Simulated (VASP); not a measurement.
# Ni: single point with PBE

Ni:

```
Ni
1.0
     0.00000    1.76595    1.76595
     1.76595    0.00000    1.76595
     1.76595    1.76595    0.00000
Ni
1
Direct
  0.00000 0.00000 0.00000
```

```
Program             : VASP 6.6.1
Task                : single point
Functional          : PBE
Potentials or basis : VASP PAW PBE potentials, release 64 (Ni)
Cutoff              : 520 eV
k mesh              : 13 × 13 × 13
Occupations         : fermi-dirac, width 0.05 eV
Spin                : collinear spin, ferromagnetic start
Starting moments    : [1.43] μB
Fixed moment        : 1.43 μB
```

The pressure is 7.8 GPa. The net moment is 1.43 μB per cell and the site moments are Ni +1.38 μB. The valence electrons inside the program's atomic spheres are Ni 9.25.

Wall time 55 s on 1 thread of Intel Xeon 8259CL (shared host), peak memory 0.14 GiB.

Caveat: the total moment is fixed, so each spin has its own Fermi level.
